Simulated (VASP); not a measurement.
# Ta: single point with PBE

Crystal: Ta.

```
Ta
1.0
    -1.65128    1.65128    1.65128
     1.65128   -1.65128    1.65128
     1.65128    1.65128   -1.65128
Ta
1
Direct
  0.00000 0.00000 0.00000
```

```json
{"Program": "VASP 6.6.1", "Task": "single point", "Functional": "PBE", "Potentials or basis": "VASP PAW PBE potentials, release 64 (Ta_pv)", "Cutoff": "520 eV", "k mesh": "11 × 11 × 11", "Occupations": "gaussian, width 0.022 eV", "Spin": "no spin polarisation", "Dipole correction": "no", "Further INCAR settings": "ALGO = Normal; EDIFF = 1e-06; NBANDS = 12"}
```

| Item | Value |
| --- | --- |
| Pressure | 2.2 GPa |

Levels at points of the mesh, in eV from the Fermi level:
| k point | band 1 | band 2 | band 3 | band 4 | band 5 | band 6 | band 7 | band 8 | band 9 | band 10 |
| --- | --- | --- | --- | --- | --- | --- | --- | --- | --- | --- |
| (0.00, 0.00, 0.00) | -33.02 | -33.02 | -33.02 | -7.88 | 0.78 | 0.78 | 0.78 | 4.05 | 4.05 | 14.75 |

It took 4 s on 1 thread of Intel(R) Xeon(R) 6975P-C (Granite Rapids), with other jobs on the host, peak memory 0.14 GiB.

Caveat: spin-orbit coupling is left out, which moves the levels of the heavy elements.
